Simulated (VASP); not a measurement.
# AlRu (Pm-3m) in VASP: a series of runs, part 2 of 2

VASP 6.6.1.

## 3. Electric field gradients, PBEsol

INCAR reads:

```
SYSTEM = AlRu
PREC = Accurate
ENCUT = 520
EDIFF = 1E-8
ISMEAR = -1
SIGMA = 0.05
LREAL = .FALSE.
LASPH = .TRUE.
NELM = 80
ALGO = Normal
ISIF = 2
LWAVE = .FALSE.
LCHARG = .FALSE.
GGA = PS
LEFG = .TRUE.
NBANDS = 16
```

KPOINTS reads:

```
regular mesh
0
G
  12 12 12
  0 0 0
```

POSCAR reads:

```
AlRu
1.0
    2.9916000000      0.0000000000      0.0000000000
    0.0000000000      2.9916000000      0.0000000000
    0.0000000000      0.0000000000      2.9916000000
Al Ru
1 1
Direct
    0.0000000000      0.0000000000      0.0000000000
    0.5000000000      0.5000000000      0.5000000000
```

Potentials or basis: VASP PAW PBE potentials, release 64 (Al, Ru_pv).

On the command line:

```sh
$ cat potpaw_PBE.64/Al/POTCAR potpaw_PBE.64/Ru_pv/POTCAR > POTCAR
$ mpirun -np 1 vasp_std > vasp.out
```

OUTCAR:

```text
SYSTEM = AlRu
   PREC = Accurate
   ENCUT = 520
   EDIFF = 1E-8
   ISMEAR = -1
   LREAL = .FALSE.
   LASPH = .TRUE.
   NELM = 80
   ISIF = 2
   GGA = PS

 ion  position               nearest neighbor table
   1  0.000  0.000  0.000-   2 2.59   2 2.59   2 2.59   2 2.59   2 2.59   2 2.59   2 2.59   2 2.59

   2  0.500  0.500  0.500-   1 2.59   1 2.59   1 2.59   1 2.59   1 2.59   1 2.59   1 2.59   1 2.59

  LATTYP: Found a simple cubic cell.
 ALAT       =     2.9916000000

  Lattice vectors:

 A1 = (   2.9916000000,   0.0000000000,   0.0000000000)
 A2 = (   0.0000000000,   2.9916000000,   0.0000000000)
 A3 = (   0.0000000000,   0.0000000000,   2.9916000000)

Analysis of symmetry for initial positions (statically):
=====================================================================
 Subroutine PRICEL returns:
 Original cell was already a primitive cell.

 Routine SETGRP: Setting up the symmetry group for a
 simple cubic supercell.

 Subroutine GETGRP returns: Found 48 space group operations
 (whereof 48 operations were pure point group operations)
 out of a pool of 48 trial point group operations.

The static configuration has the point symmetry O_h .

Analysis of symmetry for dynamics (positions and initial velocities):
=====================================================================
 Subroutine PRICEL returns:
 Original cell was already a primitive cell.

 Routine SETGRP: Setting up the symmetry group for a
 simple cubic supercell.

 Subroutine GETGRP returns: Found 48 space group operations
 (whereof 48 operations were pure point group operations)
 out of a pool of 48 trial point group operations.

The dynamic configuration has the point symmetry O_h .

 Subroutine INISYM returns: Found 48 space group operations
 (whereof 48 operations are pure point group operations),
 and found     1 'primitive' translations

----------------------------------------------------------------------------------------

                                     Primitive cell

  volume of cell :      26.7738

  direct lattice vectors                    reciprocal lattice vectors
     2.991600000  0.000000000  0.000000000     0.334269287  0.000000000  0.000000000
     0.000000000  2.991600000  0.000000000     0.000000000  0.334269287  0.000000000
     0.000000000  0.000000000  2.991600000     0.000000000  0.000000000  0.334269287

  length of vectors
     2.991600000  2.991600000  2.991600000     0.334269287  0.334269287  0.334269287

  position of ions in fractional coordinates (direct lattice)
     0.000000000  0.000000000  0.000000000
     0.500000000  0.500000000  0.500000000

  ion indices of the primitive-cell ions
   primitive index   ion index
                 1           1
                 2           2

----------------------------------------------------------------------------------------

 KPOINTS: regular mesh

Automatic generation of k-mesh.
 Grid dimensions read from file:
 generate k-points for:   12   12   12
[... 66 lines left out ...]
   EDIFFG = 0.1E-06   stopping-criterion for IOM
   NSW    =      0    number of steps for IOM
   IBRION =     -1    ionic relax: 0-MD 1-quasi-New 2-CG
   NFREE  =      0    steps in history (QN), initial steepest desc. (CG)
   ISIF   =      2    stress and relaxation
   ISYM   =      2    0-nonsym 1-usesym 2-fastsym
   POTIM  = 0.5000    time-step for ionic-motion
   TEBEG  =    0.0;   TEEND  =   0.0 temperature during run
   PSTRESS=    0.0 pullay stress
   NELECT =      17.0000    total number of electrons
   NUPDOWN=      -1.0000    fix difference up-down
   EMIN   =  10.00;   EMAX   =-10.00  energy-range for DOS
   EFERMI =   0.00;   METHOD = LEGACY
   ISMEAR =    -1;   SIGMA  =   0.05  broadening in eV -4-tet -1-fermi 0-gaus
   EFERMI_NEDOS =   21; number of points for ismear=-14 and -15
   IALGO  =     38    algorithm
   IMIX   =      4    mixing-type and parameters
     AMIX     =   0.40;   BMIX     =  1.00
     AMIX_MAG =   1.60;   BMIX_MAG =  1.00
  volume/ion in A,a.u.               =      13.39        90.34
  Fermi-wavevector in a.u.,A,eV,Ry     =   1.407087  2.659009 26.938090  1.979894
  Thomas-Fermi vector in A             =   2.529382
   LORBIT       =      0    0 simple, 1 ext, 2 COOP (PROOUT), +10 PAW based schemes
   GGA     = PS    functional components
   LHFCALC =     F    Hartree Fock is set to
   AEXX    =    0.0000 exact exchange contribution
   IVDW    =     0    specifies the selected vdW correction
   LEPSILON=     F    determine dielectric tensor
   LRPA    =     F    only Hartree local field effects (RPA)
 non-spin polarized calculation
  energy-cutoff  :      520.00
  volume of cell :       26.77
 maximum number of plane-waves:       739
 NGX is ok and might be reduce to    24
   NGX = 11   NGY = 11   NGZ = 11

 number of electron      16.9999995 magnetization

 Free energy of the ion-electron system (eV)
  ---------------------------------------------------
  ext. energy  EPLUGINS =         0.00000000
  ---------------------------------------------------
  free energy    TOTEN  =       -15.52842501 eV

  energy without entropy =      -15.51652673  energy(sigma->0) =      -15.52247587

 E-fermi :  10.5902     XC(G=0): -12.6874

 val. band max:       10.5892588840   @ k =   0.0833   0.0833   0.0000
 cond. band min:      10.6085181863   @ k =   0.2500   0.0833   0.0833
 fundamental gap:      0.0192593023
 Fermi energy:        10.5901800814

 k-point     1 :       0.0000    0.0000    0.0000
  band No.  band energies     occupation
      1     -31.1184      2.00000
      2     -31.1184      2.00000
      3     -31.1184      2.00000
      4       0.9131      2.00000
      5       7.0063      2.00000
      6       7.0063      2.00000
[... 433 lines left out ...]
      3     -31.0880      2.00000
      4       4.5823      2.00000
      5       6.6596      2.00000
      6       8.6755      2.00000
[... 8 lines left out ...]
     15      22.9633      0.00000
     16      25.7633      0.00000

 [... further k-points ...]
[... 5 lines left out ...]
  --------------------------------------------------------------------------------------
  -------------------------------------------------------------------------------------
  Total       -0.5548516     -0.5548516     -0.5548516      0.0000000      0.0000000     -0.0000000
  in kB      -33.2029618    -33.2029618    -33.2029618      0.0000000      0.0000000     -0.0000000
  external PRESSURE =     -33.2029618 kB  Pullay stress =       0.0000000 kB

 VOLUME and BASIS-vectors are now :
 -----------------------------------------------------------------------------
  energy-cutoff  :      520.00
  volume of cell :       26.77
      direct lattice vectors                 reciprocal lattice vectors
     2.991600000  0.000000000  0.000000000     0.334269287  0.000000000  0.000000000
     0.000000000  2.991600000  0.000000000     0.000000000  0.334269287  0.000000000
     0.000000000  0.000000000  2.991600000     0.000000000  0.000000000  0.334269287

 POSITION                                       TOTAL-FORCE (eV/Angst)
 -----------------------------------------------------------------------------------
      0.00000      0.00000      0.00000         0.000000      0.000000      0.000000
      1.49580      1.49580      1.49580         0.000000      0.000000      0.000000
 -----------------------------------------------------------------------------------
    total drift:                                0.000000     -0.000000     -0.000000

  FREE ENERGIE OF THE ION-ELECTRON SYSTEM (eV)
  ---------------------------------------------------
  free  energy   TOTEN  =       -15.5284250050 eV

  energy  without entropy=      -15.5165267267  energy(sigma->0) =      -15.52247587

 Electric field gradients (V/A^2)
---------------------------------------------------------------------
 ion       V_xx      V_yy      V_zz      V_xy      V_xz      V_yz
---------------------------------------------------------------------
   1      -0.000    -0.000    -0.000     0.000    -0.000    -0.000
   2       0.000     0.000     0.000    -0.000     0.000     0.000
---------------------------------------------------------------------

 Electric field gradients after diagonalization (V/A^2)
 (convention: |V_zz| > |V_xx| > |V_yy|)
----------------------------------------------------------------------
 ion       V_xx      V_yy      V_zz     asymmetry (V_yy - V_xx)/ V_zz
----------------------------------------------------------------------
   1      -0.000    -0.000    -0.000      -0.157
   2       0.000     0.000     0.000      -0.334
----------------------------------------------------------------------

           NMR quadrupolar parameters

 Cq : quadrupolar parameter    Cq=e*Q*V_zz/h
 eta: asymmetry parameters     (V_yy - V_xx)/ V_zz
 Q  : nuclear electric quadrupole moment in mb (millibarn)
----------------------------------------------------------------------
 ion       Cq(MHz)       eta       Q (mb)
----------------------------------------------------------------------
   1      -0.000      -0.157       1.000
   2       0.000      -0.334       1.000
----------------------------------------------------------------------
```

It took 37 s on 1 thread of Intel Xeon Platinum 8259CL at 2.50GHz (Skylake/Cascade Lake), shared host; peak memory 0.16 GiB.

Results:

| Property | Result |
| --- | --- |
| Free energy | -15.5284 eV |
| Pressure | -3.3 GPa |

Levels at points of the mesh, in eV from the Fermi level:
```
           k point  band 5  band 6  band 7  band 8  band 9  band 10  band 11  band 12  band 13  band 14
(0.00, 0.00, 0.00)   -3.58   -3.58    0.19    0.19    0.19     6.08     6.08     6.08    11.00    11.00
(0.50, 0.00, 0.00)   -5.47   -2.78   -1.59   -1.59    0.45     2.29     7.46    11.01    11.01    12.00
(0.50, 0.50, 0.00)   -3.09   -1.36   -1.36   -1.16   -1.16     1.54     5.28     6.28    10.61    12.00
(0.50, 0.50, 0.50)   -4.63   -4.63    1.63    1.63    2.61     4.11     4.11     4.11     8.58     8.58
```

Caveat: without QUAD_EFG the Cq values of the log hold for a quadrupole moment of 1 mb, not for the nuclei; the PAW data sets were made with another functional, which shifts forces and pressure a little.
